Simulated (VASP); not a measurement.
# Pd (Fm-3m) in VASP: notebook

Pd is run at these levels: r2SCAN; tasks: single point.

Program: VASP 6.6.1. These are calculated values, not measurements. Logs are shortened: lines on timing, memory, paths and dates and some standing lists are left out, and cuts for length are marked.

### 1 The cell of the first run

Symmetry: Fm-3m, No. 225, cubic system. The conventional cell has a = 3.834 Å, b = 3.834 Å, c = 3.834 Å, α = 90.00°, β = 90.00°, γ = 90.00°. Within 3.6 Å of Pd (site symmetry m-3m) lie 12 Pd at 2.71 Å.

### 2 Single point, r2SCAN

The input, POSCAR:

```
Pd
1.0
    0.0000000000      1.9170581599      1.9170581599
    1.9170581599      0.0000000000      1.9170581599
    1.9170581599      1.9170581599      0.0000000000
Pd
1
Direct
    0.0000000000      0.0000000000      0.0000000000
```

The input, INCAR.step1:

```
ALGO = Normal
EDIFF = 1E-5
ENCUT = 550
GGA = PE
GGA_COMPAT = F
ISMEAR = -1
LASPH = T
LCHARG = F
LREAL = F
LWAVE = T
NBANDS = 11
NELM = 120
PREC = Accurate
SIGMA = 0.1
```

The input, INCAR.step2:

```
ALGO = Normal
EDIFF = 1E-6
ENCUT = 550
GGA_COMPAT = F
ISIF = 2
ISMEAR = -1
ISTART = 1
LASPH = T
LCHARG = F
LMIXTAU = T
LREAL = F
LWAVE = F
METAGGA = R2SCAN
NBANDS = 11
NELM = 120
PREC = Accurate
SIGMA = 0.1
```

The input, KPOINTS:

```
k-points
0
Gamma
  15 15 15
```

Potentials or basis: VASP PAW PBE potentials, release 64 (Pd).

The run is started by

```bash
$ cat potpaw_PBE.64/Pd/POTCAR > POTCAR
$ cp INCAR.step1 INCAR
$ mpirun -np 1 vasp_std > vasp.out
$ cp INCAR.step2 INCAR
$ mpirun -np 1 vasp_std > vasp.out
```

OUTCAR:

```text
EDIFF = 1E-6
   ENCUT = 550
   ISIF = 2
   ISMEAR = -1
   ISTART = 1
   LASPH = T
   LREAL = F
   METAGGA = R2SCAN
   NELM = 120
   PREC = Accurate

 ion  position               nearest neighbor table
   1  0.000  0.000  0.000-

  LATTYP: Found a face centered cubic cell.
 ALAT       =     3.8341163198

  Lattice vectors:

 A1 = (   0.0000000000,   1.9170581599,   1.9170581599)
 A2 = (   1.9170581599,   0.0000000000,   1.9170581599)
 A3 = (   1.9170581599,   1.9170581599,   0.0000000000)

Analysis of symmetry for initial positions (statically):
=====================================================================
 Subroutine PRICEL returns:
 Original cell was already a primitive cell.

 Routine SETGRP: Setting up the symmetry group for a
 face centered cubic supercell.

 Subroutine GETGRP returns: Found 48 space group operations
 (whereof 48 operations were pure point group operations)
 out of a pool of 48 trial point group operations.

The static configuration has the point symmetry O_h .

Analysis of symmetry for dynamics (positions and initial velocities):
=====================================================================
 Subroutine PRICEL returns:
 Original cell was already a primitive cell.

 Routine SETGRP: Setting up the symmetry group for a
 face centered cubic supercell.

 Subroutine GETGRP returns: Found 48 space group operations
 (whereof 48 operations were pure point group operations)
 out of a pool of 48 trial point group operations.

The dynamic configuration has the point symmetry O_h .

 Subroutine INISYM returns: Found 48 space group operations
 (whereof 48 operations are pure point group operations),
 and found     1 'primitive' translations

----------------------------------------------------------------------------------------

                                     Primitive cell

  volume of cell :      14.0908

  direct lattice vectors                    reciprocal lattice vectors
     0.000000000  1.917058160  1.917058160    -0.260816292  0.260816292  0.260816292
     1.917058160  0.000000000  1.917058160     0.260816292 -0.260816292  0.260816292
     1.917058160  1.917058160  0.000000000     0.260816292  0.260816292 -0.260816292

  length of vectors
     2.711129650  2.711129650  2.711129650     0.451747068  0.451747068  0.451747068

  position of ions in fractional coordinates (direct lattice)
     0.000000000  0.000000000  0.000000000

  ion indices of the primitive-cell ions
   primitive index   ion index
[... 73 lines left out ...]
   EDIFF  = 0.1E-05   stopping-criterion for ELM
   LREAL  =      F    real-space projection
   EDIFFG = 0.1E-04   stopping-criterion for IOM
   NSW    =      0    number of steps for IOM
   IBRION =     -1    ionic relax: 0-MD 1-quasi-New 2-CG
   NFREE  =      0    steps in history (QN), initial steepest desc. (CG)
   ISIF   =      2    stress and relaxation
   ISYM   =      2    0-nonsym 1-usesym 2-fastsym
   POTIM  = 0.5000    time-step for ionic-motion
   TEBEG  =    0.0;   TEEND  =   0.0 temperature during run
   PSTRESS=    0.0 pullay stress
   NELECT =      10.0000    total number of electrons
   NUPDOWN=      -1.0000    fix difference up-down
   EMIN   =  10.00;   EMAX   =-10.00  energy-range for DOS
   EFERMI =   0.00;   METHOD = LEGACY
   ISMEAR =    -1;   SIGMA  =   0.10  broadening in eV -4-tet -1-fermi 0-gaus
   EFERMI_NEDOS =   21; number of points for ismear=-14 and -15
   IALGO  =     38    algorithm
   IMIX   =      4    mixing-type and parameters
     AMIX     =   0.40;   BMIX     =  1.00
     AMIX_MAG =   1.60;   BMIX_MAG =  1.00
  volume/ion in A,a.u.               =      14.09        95.09
  Fermi-wavevector in a.u.,A,eV,Ry     =   1.460258  2.759487 29.012423  2.132353
  Thomas-Fermi vector in A             =   2.576729
   LORBIT       =      0    0 simple, 1 ext, 2 COOP (PROOUT), +10 PAW based schemes
   METAGGA = R2SCAN    functional components
   LHFCALC =     F    Hartree Fock is set to
   AEXX    =    0.0000 exact exchange contribution
   IVDW    =     0    specifies the selected vdW correction
   LEPSILON=     F    determine dielectric tensor
   LRPA    =     F    only Hartree local field effects (RPA)
 non-spin polarized calculation
  energy-cutoff  :      550.00
  volume of cell :       14.09
 maximum number of plane-waves:       424
 NGX is ok and might be reduce to    24
   NGX = 11   NGY = 11   NGZ = 11

 number of electron      10.0000002 magnetization

 Free energy of the ion-electron system (eV)
  ---------------------------------------------------
  ext. energy  EPLUGINS =         0.00000000
  ---------------------------------------------------
  free energy    TOTEN  =       -22.94698756 eV

  energy without entropy =      -22.89204346  energy(sigma->0) =      -22.91951551

 E-fermi :  10.4181     XC(G=0): -14.4779

 val. band max:       10.4091940921   @ k =  -0.4667   0.2667   0.0000
 cond. band min:      10.4216575902   @ k =  -0.4667   0.3333   0.0667
 fundamental gap:      0.0124634981
 Fermi energy:        10.4180778239

 k-point     1 :       0.0000    0.0000    0.0000
  band No.  band energies     occupation
      1       2.8294      2.00000
      2       7.2548      2.00000
      3       7.2548      2.00000
      4       7.2548      2.00000
      5       8.9960      2.00000
      6       8.9960      2.00000
      7      28.4462      0.00000
      8      32.6852      0.00000
      9      33.7145      0.00000
     10      33.7145      0.00000
     11      33.7145      0.00000
[... 309 lines left out ...]
 k-point    24 :       0.2000    0.1333    0.0000
  band No.  band energies     occupation
      1       4.2433      2.00000
      2       6.5464      2.00000
      3       7.8214      2.00000
      4       7.8900      2.00000
      5       8.4776      2.00000
      6       9.3109      1.99997
      7      29.5972      0.00000
      8      30.3527      0.00000
      9      32.5106      0.00000
     10      32.6933      0.00000
     11      33.2843      0.00000

 [... further k-points ...]
[... 5 lines left out ...]
  --------------------------------------------------------------------------------------
  -------------------------------------------------------------------------------------
  Total        1.1911061      1.1911061      1.1911061      0.0000000     -0.0000000      0.0000000
  in kB      135.4332097    135.4332097    135.4332097      0.0000000     -0.0000000      0.0000000
  external PRESSURE =     135.4332097 kB  Pullay stress =       0.0000000 kB

 VOLUME and BASIS-vectors are now :
 -----------------------------------------------------------------------------
  energy-cutoff  :      550.00
  volume of cell :       14.09
      direct lattice vectors                 reciprocal lattice vectors
     0.000000000  1.917058160  1.917058160    -0.260816292  0.260816292  0.260816292
     1.917058160  0.000000000  1.917058160     0.260816292 -0.260816292  0.260816292
     1.917058160  1.917058160  0.000000000     0.260816292  0.260816292 -0.260816292

 POSITION                                       TOTAL-FORCE (eV/Angst)
 -----------------------------------------------------------------------------------
      0.00000      0.00000      0.00000         0.000000      0.000000      0.000000
 -----------------------------------------------------------------------------------
    total drift:                               -0.000000      0.000000     -0.000000

  FREE ENERGIE OF THE ION-ELECTRON SYSTEM (eV)
  ---------------------------------------------------
  free  energy   TOTEN  =       -22.9469875640 eV

  energy  without entropy=      -22.8920434633  energy(sigma->0) =      -22.91951551
```

OUTCAR.step1:

```text
EDIFF = 1E-5
   ENCUT = 550
   GGA = PE
   ISMEAR = -1
   LASPH = T
   LREAL = F
[... 550 lines left out ...]

 POSITION                                       TOTAL-FORCE (eV/Angst)
 -----------------------------------------------------------------------------------
      0.00000      0.00000      0.00000         0.000000      0.000000      0.000000
 -----------------------------------------------------------------------------------
    total drift:                               -0.000000      0.000000     -0.000000

  FREE ENERGIE OF THE ION-ELECTRON SYSTEM (eV)
  ---------------------------------------------------
  free  energy   TOTEN  =        -5.1946652528 eV

  energy  without entropy=       -5.1374040347  energy(sigma->0) =       -5.16603464
```

OSZICAR.step1:

```text
N       E                     dE             d eps       ncg     rms          rms(c)
DAV:   1     0.445720374908E+02    0.44572E+02   -0.52776E+03  2640   0.891E+02
DAV:   2    -0.490249314327E+01   -0.49475E+02   -0.47829E+02  2946   0.189E+02
DAV:   3    -0.548090739229E+01   -0.57841E+00   -0.57606E+00  3195   0.217E+01
DAV:   4    -0.548311292497E+01   -0.22055E-02   -0.22051E-02  3203   0.140E+00
DAV:   5    -0.548313366088E+01   -0.20736E-04   -0.20737E-04  3514   0.127E-01    0.890E+00
DAV:   6    -0.521277794296E+01    0.27036E+00   -0.10017E+00  3276   0.831E+00    0.442E+00
DAV:   7    -0.519898397813E+01    0.13794E-01   -0.38856E-02  3533   0.133E+00    0.214E+00
DAV:   8    -0.519470079002E+01    0.42832E-02   -0.20331E-03  3303   0.424E-01    0.107E-01
DAV:   9    -0.519466028525E+01    0.40505E-04   -0.22882E-04  3334   0.129E-01    0.258E-02
DAV:  10    -0.519466525284E+01   -0.49676E-05   -0.83539E-06  2621   0.263E-02
   1 F= -.51946653E+01 E0= -.51660346E+01  d E =-.572612E-01
```

It took 89 s on 1 thread of AMD EPYC 7R13 (Zen 3), shared host; peak memory 0.13 GiB.

Results:

| Property | Result |
| --- | --- |
| Free energy | -22.9470 eV |
| Pressure | 13.5 GPa |
| Band gap on the k mesh | zero (bands 5 and 6 overlap by 1.78 eV) |

Caveat: the cell stands under pressure; the PAW data sets were made with another functional, which shifts forces and pressure a little.

### 3 Single point, r2SCAN

This run uses another cell than the first one, of 15.01 Å³/atom.

The input, POSCAR:

```
Pd
1.0
    0.0000000000      1.9578588184      1.9578588184
    1.9578588184      0.0000000000      1.9578588184
    1.9578588184      1.9578588184      0.0000000000
Pd
1
Direct
    0.0000000000      0.0000000000      0.0000000000
```

The input, INCAR.step1:

```
SYSTEM = Pd
PREC = Accurate ; ENCUT = 550
ISMEAR = -1 ; SIGMA = 0.1
LREAL = .False. ; LASPH = .True.
NELM = 120 ; NBANDS = 11
GGA = PE ; ALGO = Normal
EDIFF = 1E-5 ; LWAVE = .True.
LCHARG = .False. ; GGA_COMPAT = .False.
```

The input, INCAR.step2:

```
SYSTEM = Pd
PREC = Accurate ; ENCUT = 550
EDIFF = 1E-6 ; ISMEAR = -1
SIGMA = 0.1 ; LREAL = .False.
LASPH = .True. ; NELM = 120
ALGO = Normal ; ISIF = 2
LWAVE = .False. ; LCHARG = .False.
METAGGA = R2SCAN ; LMIXTAU = .True.
NBANDS = 11 ; ISTART = 1
GGA_COMPAT = .False.
```

The input, KPOINTS:

```
regular mesh
0
Gamma
  15 15 15
  0 0 0
```

Potentials or basis: VASP PAW PBE potentials, release 64 (Pd).

The run is started by

```bash
$ cat potpaw_PBE.64/Pd/POTCAR > POTCAR
$ cp INCAR.step1 INCAR
$ mpirun -np 1 vasp_std > vasp.out
$ cp INCAR.step2 INCAR
$ mpirun -np 1 vasp_std > vasp.out
```

It took 80 s on 1 thread of AMD EPYC 7R13 (Zen 3), shared host; peak memory 0.13 GiB.

The run converged. Its results:

```
Free energy            : -22.9830 eV
Pressure               : -0.3 GPa
Band gap on the k mesh : zero (bands 5 and 6 overlap by 1.60 eV)
```

Levels at points of the mesh, in eV from the Fermi level:
| k point | band 1 | band 2 | band 3 | band 4 | band 5 | band 6 | band 7 | band 8 | band 9 | band 10 |
| --- | --- | --- | --- | --- | --- | --- | --- | --- | --- | --- |
| (0.00, 0.00, 0.00) | -7.07 | -2.86 | -2.86 | -2.86 | -1.29 | -1.29 | 18.00 | 22.48 | 22.88 | 22.88 |

Caveat: the PAW data sets were made with another functional, which shifts forces and pressure a little.
